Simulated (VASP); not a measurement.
A run of VASP 6.6.1:

Contents of INCAR:

```
PREC = Accurate
ENCUT = 520
EDIFF = 1E-6
ISMEAR = -1
SIGMA = 0.02
LREAL = False
LASPH = True
NELM = 80
ALGO = Normal
ISIF = 2
LWAVE = False
LCHARG = False
GGA = PE
NBANDS = 15
```

KPOINTS

```
Automatic mesh
0
Gamma
  8 8 8
```

POSCAR

```
SrO
1.0
    0.0000000000      2.7825075351      2.7922805169
    2.7825075351      0.0000000000      2.7922805169
    2.7825075351      2.7825075351      0.0000000000
Sr O
1 1
Direct
    0.0000000000      0.0000000000      0.0000000000
    0.2500000000      0.2500000000      0.2500000000
```

Potentials or basis: VASP PAW PBE potentials, release 64 (Sr_sv, O).

Run with:

```bash
$ cat potpaw_PBE.64/Sr_sv/POTCAR potpaw_PBE.64/O/POTCAR > POTCAR
$ mpirun -np 1 vasp_std > vasp.out
```

Hardware: 1 thread of Intel Xeon 6975P-C, with other jobs on the host.

Task: Estimate the wall time of this run.

Result: Wall time 26 s on 1 thread of Intel Xeon 6975P-C, with other jobs on the host, peak memory 0.19 GiB. Counts: scf iterations 13, k points 59.
